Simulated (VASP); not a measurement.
# C (R-3m) in VASP: a series of runs, part 2 of 2

VASP 6.6.1.

## Step 4: Single point, PBE+D3(BJ) (mode 4 frozen in at +0.095 Å and mode 6 at +0.000 Å (largest displacements))

INCAR reads:

```
ALGO = Normal
EDIFF = 1E-6
ENCUT = 520
GGA = PE
ISIF = 2
ISMEAR = 0
IVDW = 12
LASPH = True
LCHARG = False
LREAL = False
LWAVE = False
NBANDS = 11
NELM = 100
PREC = Accurate
SIGMA = 0.05
```

KPOINTS reads:

```
k-points
0
Gamma
  15 15 15
```

POSCAR reads:

```
C
1.0
    1.2324984681      0.7115833223      3.3613878357
   -1.2324984681      0.7115833223      3.3613878357
    0.0000000000     -1.4231666447      3.3613878357
C
2
Direct
    0.1760162971      0.1760162971      0.1760162971
    0.8239837029      0.8239837029      0.8239837029
```

Potentials or basis: VASP PAW PBE potentials, release 64 (C).

Launch:

```bash
$ cat potpaw_PBE.64/C/POTCAR > POTCAR
$ mpirun -np 1 vasp_std > vasp.out
```

OUTCAR:

```text
EDIFF = 1E-6
   ENCUT = 520
   GGA = PE
   ISIF = 2
   ISMEAR = 0
   IVDW = 12
   LASPH = True
   LREAL = False
   NELM = 100
   PREC = Accurate
 IVDW          = 12

 ion  position               nearest neighbor table
   1  0.176  0.176  0.176-   2 1.44   2 1.44   2 1.44
   2  0.824  0.824  0.824-   1 1.44   1 1.44   1 1.44

  LATTYP: Found a trigonal (rhomboedric) cell.
 ALAT       =     3.6502508791
 COS(alpha) =     0.7719881893

  Lattice vectors:

[... 520 lines left out ...]

 [... further k-points ...]

------------------------ aborting loop because EDIFF is reached ----------------------------------------

 Edisp (eV)   -0.31242

 E8    (eV) :    -0.0886

  FORCE on cell =-STRESS in cart. coord.  units (eV):
  Direction    XX          YY          ZZ          XY          YZ          ZX
  --------------------------------------------------------------------------------------
  -------------------------------------------------------------------------------------
  Total       0.04507     0.04507    -0.59159     0.00000     0.00000     0.00000
  in kB       4.08235     4.08235   -53.58555     0.00000     0.00000     0.00000
  external pressure =      -15.14 kB  Pullay stress =        0.00 kB

 VOLUME and BASIS-vectors are now :
 -----------------------------------------------------------------------------
  energy-cutoff  :      520.00
  volume of cell :       17.69
      direct lattice vectors                 reciprocal lattice vectors
     1.232498468  0.711583322  3.361387836     0.405680017  0.234219467  0.099165389
    -1.232498468  0.711583322  3.361387836    -0.405680017  0.234219467  0.099165389
     0.000000000 -1.423166645  3.361387836     0.000000000 -0.468438935  0.099165389

 POSITION                                       TOTAL-FORCE (eV/Angst)
 -----------------------------------------------------------------------------------
      0.00000     -0.00000      1.77498         0.000000      0.000000     -3.160750
      0.00000     -0.00000      8.30919         0.000000     -0.000000      3.160750
 -----------------------------------------------------------------------------------
    total drift:                               -0.000000     -0.000000      0.000000

  FREE ENERGIE OF THE ION-ELECTRON SYSTEM (eV)
  ---------------------------------------------------
  free  energy   TOTEN  =       -18.4361400909 eV

  energy  without entropy=      -18.4361400908  energy(sigma->0) =      -18.43614009
```

OSZICAR:

```text
N       E                     dE             d eps       ncg     rms          rms(c)
DAV:   1     0.676497914275E+01    0.67650E+01   -0.44980E+03  7731   0.662E+02
DAV:   2    -0.186137503535E+02   -0.25379E+02   -0.23944E+02  9985   0.131E+02
DAV:   3    -0.192334007923E+02   -0.61965E+00   -0.61831E+00  9537   0.172E+01
DAV:   4    -0.192356633143E+02   -0.22625E-02   -0.22624E-02  8748   0.128E+00
DAV:   5    -0.192356717031E+02   -0.83888E-05   -0.83885E-05  9622   0.726E-02    0.614E+00
DAV:   6    -0.183888667390E+02    0.84680E+00   -0.73651E-01  8690   0.491E+00    0.357E+00
DAV:   7    -0.181208096724E+02    0.26806E+00   -0.83809E-01  8972   0.526E+00    0.993E-01
DAV:   8    -0.181238184749E+02   -0.30088E-02   -0.18272E-02  8496   0.862E-01    0.104E-01
DAV:   9    -0.181236597927E+02    0.15868E-03   -0.51470E-04  9128   0.145E-01    0.471E-02
DAV:  10    -0.181237187997E+02   -0.59007E-04   -0.95216E-05  8554   0.686E-02    0.210E-02
DAV:  11    -0.181237197218E+02   -0.92218E-06   -0.53349E-06  9121   0.138E-02
   1 F= -.18436140E+02 E0= -.18436140E+02  d E =-.194731E-10
```

stdout:

```text
POSCAR found type information on POSCAR C
 POSCAR found :  1 types and       2 ions
 scaLAPACK will be used
 LDA part: xc-table for (Slater+PW92), standard interpolation
 POSCAR, INCAR and KPOINTS ok, starting setup
 FFT: planning ... GRIDC
 FFT: planning ... GRID_SOFT
 FFT: planning ... GRID
 WAVECAR not read
 entering main loop
```

It took 38 s on 1 thread of Intel Xeon 6975P-C (Granite Rapids), shared host; peak memory 0.2 GiB.

Results:

- Free energy: -18.4361 eV
- Pressure: -1.5 GPa
- Largest force: 3.161 eV/Å
- Band gap on the k mesh: 0.40 eV, direct
- Dispersion energy per atom: -0.156 eV

Forces on the atoms (eV/Å):
```
C    0.000  0.000 -3.161
C    0.000  0.000  3.161
```

Caveat: the cell differs from its parent crystal (mode 4 frozen in at +0.095 Å and mode 6 at +0.000 Å (largest displacements)); forces of over 1 eV/Å act on the atoms, so gaps and moduli don't describe the material at rest. A k mesh can miss the band edges.

## Step 5: Single point, PBE+D3(BJ) (mode 4 frozen in at -0.095 Å and mode 6 at +0.000 Å (largest displacements))

INCAR reads:

```
SYSTEM = C
ALGO     = Normal         ! electronic algorithm
EDIFF    = 1E-7           ! SCF threshold, eV
ENCUT    = 520            ! plane-wave cutoff, eV
GGA      = PE             ! functional
ISIF     = 2              ! what is computed and relaxed
ISMEAR   = 0              ! smearing method
IVDW     = 12             ! dispersion correction
LASPH    = .TRUE.         ! aspherical terms in the spheres
LCHARG   = .FALSE.        ! write CHGCAR
LREAL    = .FALSE.        ! projectors in reciprocal space
LWAVE    = .FALSE.        ! write WAVECAR
NBANDS   = 11             ! bands
NELM     = 60             ! most SCF steps
PREC     = Accurate       ! precision mode
SIGMA    = 0.05           ! smearing width, eV
```

KPOINTS reads:

```
k-points
0
G
  15 15 15
  0 0 0
```

POSCAR reads:

```
C
1.0
    1.2324984681      0.7115833223      3.3613878357
   -1.2324984681      0.7115833223      3.3613878357
    0.0000000000     -1.4231666447      3.3613878357
C
2
Direct
    0.1571748731      0.1571748731      0.1571748731
    0.8428251269      0.8428251269      0.8428251269
```

Launch:

```bash
$ cat potpaw_PBE.64/C/POTCAR > POTCAR
$ mpirun -np 1 vasp_std > vasp.out
```

Wall time 42 s (1 thread of Intel Xeon 6975P-C (Granite Rapids), shared host); peak memory 0.19 GiB.

It converged, with:

- Free energy: -18.4370 eV
- Pressure: -1.7 GPa
- Largest force: 3.135 eV/Å
- Band gap on the k mesh: 0.93 eV, indirect (least direct gap 0.98 eV)
- Dispersion energy per atom: -0.156 eV

Forces in eV/Å, atoms in the order of the input:
```
C    0.000  0.000  3.135
C    0.000  0.000 -3.135
```

Stress tensor (GPa, compression positive):
```
 0.62  0.00  0.00
 0.00  0.62  0.00
 0.00  0.00 -6.30
```

Levels at points of the mesh, in eV from the valence-band top:
```csv
k point,band 1,band 2,band 3,band 4,band 5,band 6,band 7,band 8,band 9
"(0.00, 0.00, 0.00)",-19.06,-5.91,-2.19,-2.19,3.96,8.83,8.83,12.41,13.03
```

Caveat: the cell differs from its parent crystal (mode 4 frozen in at -0.095 Å and mode 6 at +0.000 Å (largest displacements)); forces of over 1 eV/Å act on the atoms, so gaps and moduli don't describe the material at rest.

## Step 6: Single point, PBE+D3(BJ) (mode 4 frozen in at -0.071 Å and mode 6 at +0.000 Å (largest displacements))

INCAR reads:

```
SYSTEM = C
PREC = Accurate
ENCUT = 520
EDIFF = 1E-6
ISMEAR = 0
SIGMA = 0.05
LREAL = .FALSE.
LASPH = .TRUE.
NELM = 60
ALGO = Normal
ISIF = 2
LWAVE = .FALSE.
LCHARG = .FALSE.
GGA = PE
IVDW = 12
NBANDS = 11
```

KPOINTS reads:

```
Automatic mesh
0
G
  15 15 15
  0 0 0
```

POSCAR reads:

```
C
1.0
    1.2324984681      0.7115833223      3.3613878357
   -1.2324984681      0.7115833223      3.3613878357
    0.0000000000     -1.4231666447      3.3613878357
C
2
Direct
    0.1595250928      0.1595250928      0.1595250928
    0.8404749072      0.8404749072      0.8404749072
```

Potentials or basis: VASP PAW PBE potentials, release 64 (C).

Launch:

```bash
$ cat potpaw_PBE.64/C/POTCAR > POTCAR
$ mpirun -np 1 vasp_std > vasp.out
```

It took 37 s on 1 thread of Intel Xeon 6975P-C (Granite Rapids), shared host; peak memory 0.19 GiB.

Results (log left out):

* Free energy: -18.5671 eV
* Pressure: -0.8 GPa
* Largest force: 2.354 eV/Å
* Band gap on the k mesh: 0.91 eV, direct
* Dispersion energy per atom: -0.156 eV

Forces on the atoms (eV/Å):
```
C    0.000  0.000  2.354
C    0.000  0.000 -2.354
```

Stress tensor (GPa, compression positive):
```
 0.64  0.00  0.00
 0.00  0.64  0.00
 0.00  0.00 -3.61
```

Levels at points of the mesh, in eV from the valence-band top:
| k point | band 1 | band 2 | band 3 | band 4 | band 5 | band 6 | band 7 | band 8 |
| --- | --- | --- | --- | --- | --- | --- | --- | --- |
| (0.00, 0.00, 0.00) | -19.11 | -5.98 | -2.33 | -2.33 | 4.28 | 8.83 | 8.83 | 12.17 |

Caveat: the cell differs from its parent crystal (mode 4 frozen in at -0.071 Å and mode 6 at +0.000 Å (largest displacements)); forces of over 1 eV/Å act on the atoms, so gaps and moduli don't describe the material at rest. A k mesh can miss the band edges.
